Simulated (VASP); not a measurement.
Runs of VASP 6.6.1 on Pb. The structure is cubic, space group Im-3m (No. 229). Conventional cell: a = 3.959 Å, b = 3.959 Å, c = 3.959 Å, α = 90.00°, β = 90.00°, γ = 90.00°. Within 4.5 Å of Pb (site symmetry m-3m) lie 14 Pb at 3.43 to 3.96 Å. This isn't the form of Pb at room conditions, which is fcc.

```tsv
level	cutoff (eV)	gap on the mesh (eV)	pressure (GPa)
PBE	500	none	1.3
RPBE	500	none	2.9
r2SCAN	550	none	(a)
BLYP	500	none	4.9
```

Alike in all rows: task single point; potentials or basis VASP PAW PBE potentials, release 64 (Pb_d); no spin polarisation; cell as given; k mesh 8 × 8 × 8; smearing fermi-dirac 0.15 eV.

Problem. Fill in the values left out.

Solution. (a) 0.2.

Caveats: spin-orbit coupling is left out, which moves the levels of the heavy elements; the PAW data sets were made with another functional, which shifts forces and pressure a little (at least some runs); the cell stands under pressure (at least some runs).

A k mesh can miss the band edges, and the runs leave out spin-orbit coupling on Pb.

A gap of «none» marks levels without a gap at the run's occupations.
